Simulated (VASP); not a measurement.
# MoS2 in VASP: further runs, part 2 of 2

VASP 6.6.1. Earlier steps stand in the parts before.

### Step 3. Single point, LDA

INCAR reads:

```
SYSTEM = MoS2
PREC     = Accurate       ! precision mode
ENCUT    = 520            ! plane-wave cutoff, eV
EDIFF    = 1E-6           ! SCF threshold, eV
ISMEAR   = 0              ! smearing method
SIGMA    = 0.15           ! smearing width, eV
LREAL    = .False.        ! projectors in reciprocal space
LASPH    = .True.         ! aspherical terms in the spheres
NELM     = 80             ! most SCF steps
ALGO     = Normal         ! electronic algorithm
ISIF     = 2              ! what is computed and relaxed
LWAVE    = .False.        ! write WAVECAR
LCHARG   = .False.        ! write CHGCAR
GGA      = CA             ! functional
NBANDS   = 20             ! bands
```

KPOINTS reads:

```
Automatic mesh
0
Gamma
  12 12 2
  0 0 0
```

POSCAR reads:

```
MoS2
1.0
    3.1841300000      0.0000000000      0.0000000000
   -1.5920600000      2.7575300000      0.0000000000
    0.0000000000      0.0000000000     17.3346000000
Mo S
1 2
Direct
   -0.0062811506      0.0000000000      0.0000000000
    0.3333333333      0.6666666667      0.0894900000
    0.3333333333      0.6666666667      0.9105100000
```

Potentials or basis: VASP PAW LDA potentials, release 64 (Mo_sv, S).

Command:

```bash
$ cat potpaw_LDA.64/Mo_sv/POTCAR potpaw_LDA.64/S/POTCAR > POTCAR
$ mpirun -np 1 vasp_std > vasp.out
```

OUTCAR:

```text
SYSTEM = MoS2
   PREC = Accurate
   ENCUT = 520
   EDIFF = 1E-6
   ISMEAR = 0
   LREAL = .False.
   LASPH = .True.
   NELM = 80
   ISIF = 2
   GGA = CA

 ion  position               nearest neighbor table
   1  0.994  0.000  0.000-   2 2.39   3 2.39   2 2.41   3 2.41   2 2.42   3 2.42
   2  0.333  0.667  0.089-   1 2.39   1 2.41   1 2.42
   3  0.333  0.667  0.911-   1 2.39   1 2.41   1 2.42

  LATTYP: Found a hexagonal cell.
 ALAT       =     3.1841300000
 C/A-ratio  =     5.4440616432

  Lattice vectors:

 A1 = (   3.1841300000,   0.0000000000,   0.0000000000)
 A2 = (  -1.5920600000,   2.7575300000,   0.0000000000)
 A3 = (   0.0000000000,   0.0000000000,  17.3346000000)

Analysis of symmetry for initial positions (statically):
=====================================================================
 Subroutine PRICEL returns:
 Original cell was already a primitive cell.

 Routine SETGRP: Setting up the symmetry group for a
 hexagonal supercell.

 Subroutine GETGRP returns: Found  2 space group operations
 (whereof  2 operations were pure point group operations)
 out of a pool of 24 trial point group operations.

The static configuration has the point symmetry C_1h.

Analysis of symmetry for dynamics (positions and initial velocities):
=====================================================================
 Subroutine PRICEL returns:
 Original cell was already a primitive cell.

 Routine SETGRP: Setting up the symmetry group for a
 hexagonal supercell.

 Subroutine GETGRP returns: Found  2 space group operations
 (whereof  2 operations were pure point group operations)
 out of a pool of 24 trial point group operations.

The dynamic configuration has the point symmetry C_1h.

 Subroutine INISYM returns: Found  2 space group operations
 (whereof  2 operations are pure point group operations),
 and found     1 'primitive' translations

----------------------------------------------------------------------------------------

                                     Primitive cell

  volume of cell :     152.2036

  direct lattice vectors                    reciprocal lattice vectors
     3.184130000  0.000000000  0.000000000     0.314057529  0.181321121  0.000000000
    -1.592060000  2.757530000  0.000000000     0.000000000  0.362643380  0.000000000
     0.000000000  0.000000000 17.334600000     0.000000000  0.000000000  0.057688092

  length of vectors
     3.184130000  3.184121032 17.334600000     0.362642359  0.362643380  0.057688092

  position of ions in fractional coordinates (direct lattice)
     0.993718849  0.000000000  0.000000000
     0.333333333  0.666666667  0.089490000
     0.333333333  0.666666667  0.910510000

  ion indices of the primitive-cell ions
   primitive index   ion index
                 1           1
                 2           2
                 3           3

----------------------------------------------------------------------------------------

 KPOINTS: Automatic mesh

Automatic generation of k-mesh.
 Grid dimensions read from file:
 generate k-points for:   12   12    2

 Generating k-lattice:

  Cartesian coordinates                     Fractional coordinates (reciprocal lattice)
     0.026171461  0.015110093  0.000000000     0.083333333  0.000000000  0.000000000
     0.000000000  0.030220282  0.000000000     0.000000000  0.083333333  0.000000000
     0.000000000  0.000000000  0.028844046     0.000000000  0.000000000  0.500000000

  Length of vectors
     0.030220197  0.030220282  0.028844046

  Shift w.r.t. Gamma in fractional coordinates (k-lattice)
     0.000000000  0.000000000  0.000000000

 Subroutine IBZKPT returns following result:
 ===========================================

 Found    148 irreducible k-points:

 Following reciprocal coordinates:
            Coordinates               Weight
  0.000000  0.000000  0.000000      1.000000
  0.083333  0.000000  0.000000      2.000000
  0.000000  0.083333  0.000000      2.000000
 -0.083333  0.083333  0.000000      2.000000
  0.166667  0.000000  0.000000      2.000000
  0.000000  0.166667  0.000000      2.000000
[... 16 lines left out ...]
  0.166667  0.083333  0.000000      2.000000
 -0.083333  0.250000  0.000000      2.000000
 [... further k-points ...]
   k-points           NKPTS =    148   k-points in BZ     NKDIM =    148   number of bands    NBANDS=     20
   number of dos      NEDOS =    301   number of ions     NIONS =      3
   total plane-waves  NPLWV =  80640
   dimension x,y,z NGX =    24 NGY =   24 NGZ =  140
   dimension x,y,z NGXF=    48 NGYF=   48 NGZF=  280
   ions per type =               1   2
   NGX,Y,Z   is equivalent  to a cutoff of  12.53, 12.53, 13.43 a.u.
   NGXF,Y,Z  is equivalent  to a cutoff of  25.06, 25.06, 26.85 a.u.
 SYSTEM =  MoS2
   PREC   = accura    normal or accurate (medium, high low for compatibility)
   ISTART =      0    job   : 0-new  1-cont  2-samecut
   ICHARG =      2    charge: 1-file 2-atom 10-const
   ISPIN  =      1    spin polarized calculation?
   LNONCOLLINEAR =      F non collinear calculations
   LSORBIT =      F    spin-orbit coupling
   LASPH  =      T    aspherical Exc in radial PAW
   ENCUT  =  520.0 eV  38.22 Ry    6.18 a.u.   5.92  5.92 32.23*2*pi/ulx,y,z
   NELM   =     80;   NELMIN=  2; NELMDL= -5     # of ELM steps
   EDIFF  = 0.1E-05   stopping-criterion for ELM
   LREAL  =      F    real-space projection
   EDIFFG = 0.1E-04   stopping-criterion for IOM
   NSW    =      0    number of steps for IOM
   IBRION =     -1    ionic relax: 0-MD 1-quasi-New 2-CG
   NFREE  =      0    steps in history (QN), initial steepest desc. (CG)
   ISIF   =      2    stress and relaxation
   ISYM   =      2    0-nonsym 1-usesym 2-fastsym
   POTIM  = 0.5000    time-step for ionic-motion
   TEBEG  =    0.0;   TEEND  =   0.0 temperature during run
   PSTRESS=    0.0 pullay stress
   NELECT =      26.0000    total number of electrons
   NUPDOWN=      -1.0000    fix difference up-down
   EMIN   =  10.00;   EMAX   =-10.00  energy-range for DOS
   EFERMI =   0.00;   METHOD = LEGACY
   ISMEAR =     0;   SIGMA  =   0.15  broadening in eV -4-tet -1-fermi 0-gaus
   EFERMI_NEDOS =   21; number of points for ismear=-14 and -15
   IALGO  =     38    algorithm
   IMIX   =      4    mixing-type and parameters
     AMIX     =   0.40;   BMIX     =  1.00
     AMIX_MAG =   1.60;   BMIX_MAG =  1.00
  volume/ion in A,a.u.               =      50.73       342.37
  Fermi-wavevector in a.u.,A,eV,Ry     =   0.908359  1.716550 11.226393  0.825117
  Thomas-Fermi vector in A             =   2.032276
   LORBIT       =      0    0 simple, 1 ext, 2 COOP (PROOUT), +10 PAW based schemes
   GGA     = CA    functional components
   LHFCALC =     F    Hartree Fock is set to
   AEXX    =    0.0000 exact exchange contribution
   IVDW    =     0    specifies the selected vdW correction
   LEPSILON=     F    determine dielectric tensor
   LRPA    =     F    only Hartree local field effects (RPA)
 non-spin polarized calculation
 Gauss-broadening in eV      SIGMA  =   0.15
  energy-cutoff  :      520.00
  volume of cell :      152.20
 maximum number of plane-waves:      4126
   NGX = 11   NGY = 11   NGZ = 65

 number of electron      26.0000002 magnetization

 Free energy of the ion-electron system (eV)
  ---------------------------------------------------
  ext. energy  EPLUGINS =         0.00000000
  ---------------------------------------------------
  free energy    TOTEN  =       -24.31888568 eV

  energy without entropy =      -24.31888568  energy(sigma->0) =      -24.31888568

 E-fermi :  -0.9414     XC(G=0):  -4.4949

 val. band max:       -1.6151992343   @ k =   0.0000   0.0000   0.0000
 cond. band min:      -0.0208883235   @ k =   0.3333   0.3333   0.0000
 fundamental gap:      1.5943109107
 Fermi energy:        -0.9414319303

 k-point     1 :       0.0000    0.0000    0.0000
  band No.  band energies     occupation
      1     -62.1436      2.00000
      2     -36.4884      2.00000
      3     -36.2737      2.00000
      4     -36.2676      2.00000
      5     -15.6727      2.00000
      6     -14.3163      2.00000
[... 12 lines left out ...]
     19       4.2586      0.00000
     20       4.5528      0.00000
[... 507 lines left out ...]
 k-point    24 :      -0.0833    0.2500    0.0000
  band No.  band energies     occupation
      1     -62.1279      2.00000
      2     -36.4574      2.00000
      3     -36.4216      2.00000
      4     -36.3133      2.00000
      5     -15.0058      2.00000
      6     -14.0473      2.00000
[... 12 lines left out ...]
     19       5.1358      0.00000
     20       6.1078      0.00000

 [... further k-points ...]

------------------------ aborting loop because EDIFF is reached ----------------------------------------

  FORCE on cell =-STRESS in cart. coord.  units (eV):
  Direction    XX          YY          ZZ          XY          YZ          ZX
  --------------------------------------------------------------------------------------
  -------------------------------------------------------------------------------------
  Total       -2.2386196     -2.2369342     -1.1792992      0.1157758      0.0000000      0.0000000
  in kB      -23.5649234    -23.5471813    -12.4139428      1.2187183      0.0000000      0.0000000
  external PRESSURE =     -19.8420158 kB  Pullay stress =       0.0000000 kB

 VOLUME and BASIS-vectors are now :
 -----------------------------------------------------------------------------
  energy-cutoff  :      520.00
  volume of cell :      152.20
      direct lattice vectors                 reciprocal lattice vectors
     3.184130000  0.000000000  0.000000000     0.314057529  0.181321121  0.000000000
    -1.592060000  2.757530000  0.000000000     0.000000000  0.362643380  0.000000000
     0.000000000  0.000000000 17.334600000     0.000000000  0.000000000  0.057688092

 POSITION                                       TOTAL-FORCE (eV/Angst)
 -----------------------------------------------------------------------------------
      3.16413      0.00000      0.00000         0.394841      0.001483      0.000000
      0.00000      1.83835      1.55127        -0.197420     -0.000741     -0.371893
      0.00000      1.83835     15.78333        -0.197420     -0.000741      0.371893
 -----------------------------------------------------------------------------------
    total drift:                               -0.000486     -0.000003      0.000000

  FREE ENERGIE OF THE ION-ELECTRON SYSTEM (eV)
  ---------------------------------------------------
  free  energy   TOTEN  =       -24.3188856840 eV

  energy  without entropy=      -24.3188856840  energy(sigma->0) =      -24.31888568
```

It took 7.7 min on 1 thread of Intel Xeon Platinum 8375C at 2.90GHz (Ice Lake), shared host; peak memory 0.52 GiB.

What came out:

```yaml
Free_energy: -24.3189 eV
Largest_force: 0.421 eV/Å
Band_gap_on_the_k_mesh: 1.59 eV (least direct gap 1.66 eV)
```

Forces in eV/Å, atoms in the order of the input:
```
Mo   0.395  0.001  0.000
S   -0.197 -0.001 -0.372
S   -0.197 -0.001  0.372
```

Caveat: there is no dipole correction, which matters where the two faces differ.

### Step 4. Single point, LDA

INCAR reads:

```
SYSTEM = MoS2
PREC = Accurate
ENCUT = 520
EDIFF = 1E-6
ISMEAR = 0
SIGMA = 0.15
LREAL = .FALSE.
LASPH = .TRUE.
NELM = 60
ALGO = Normal
ISIF = 2
LWAVE = .FALSE.
LCHARG = .FALSE.
GGA = CA
NBANDS = 20
```

KPOINTS reads:

```
regular mesh
0
G
  12 12 2
  0 0 0
```

Changes to POSCAR since step 3:

```diff
@@ -8,3 +8,3 @@
 Direct
-   -0.0062811506      0.0000000000      0.0000000000
+   -0.0031405753      0.0000000000      0.0000000000
     0.3333333333      0.6666666667      0.0894900000
```

Command:

```bash
$ cat potpaw_LDA.64/Mo_sv/POTCAR potpaw_LDA.64/S/POTCAR > POTCAR
$ mpirun -np 1 vasp_std > vasp.out
```

It took 7.8 min on 1 thread of Intel Xeon Platinum 8375C at 2.90GHz (Ice Lake), shared host; peak memory 0.53 GiB.

It converged, with:

```
Free energy            : -24.3218 eV
Largest force          : 0.388 eV/Å
Band gap on the k mesh : 1.59 eV (least direct gap 1.66 eV)
```

Forces in eV/Å, atoms in the order of the input:
```
Mo   0.197  0.000  0.000
S   -0.099  0.000 -0.375
S   -0.099  0.000  0.375
```

Levels at points of the mesh, in eV from the valence-band top:
```
           k point  band 10  band 11  band 12  band 13  band 14  band 15  band 16  band 17
(0.00, 0.00, 0.00)    -1.77    -1.61    -1.53     0.00     2.68     2.79     3.00     3.05
(0.50, 0.00, 0.00)    -3.21    -1.86    -1.00    -0.66     2.19     2.71     3.85     4.32
(0.00, 0.50, 0.00)    -3.23    -1.84    -1.01    -0.65     2.19     2.72     3.82     4.34
(0.50, 0.50, 0.00)    -3.25    -1.82    -1.01    -0.63     2.20     2.72     3.80     4.34
(0.00, 0.00, 0.50)    -1.77    -1.61    -1.53     0.00     2.68     2.79     3.00     3.05
(0.50, 0.00, 0.50)    -3.21    -1.86    -1.00    -0.66     2.19     2.71     3.85     4.32
(0.00, 0.50, 0.50)    -3.23    -1.84    -1.01    -0.65     2.19     2.72     3.82     4.34
(0.50, 0.50, 0.50)    -3.25    -1.82    -1.01    -0.63     2.20     2.72     3.80     4.34
```

Caveat: there is no dipole correction, which matters where the two faces differ.

### Step 5. The runs side by side

```tsv
cell	gap on the mesh (eV)	largest force (eV/Å)
as given, atomic positions A	1.59	0.38
as given, atomic positions B	1.59	0.42
as given, atomic positions C	1.59	0.39
```

Alike in all rows: task single point; level LDA; potentials or basis VASP PAW LDA potentials, release 64 (Mo_sv, S); no spin polarisation; k mesh 12 × 12 × 2; cutoff (eV) 520; smearing gaussian 0.15 eV.

Caveats: there is no dipole correction, which matters where the two faces differ.

Total energies depend on the potentials used, so only differences within one code and one set of settings carry meaning.
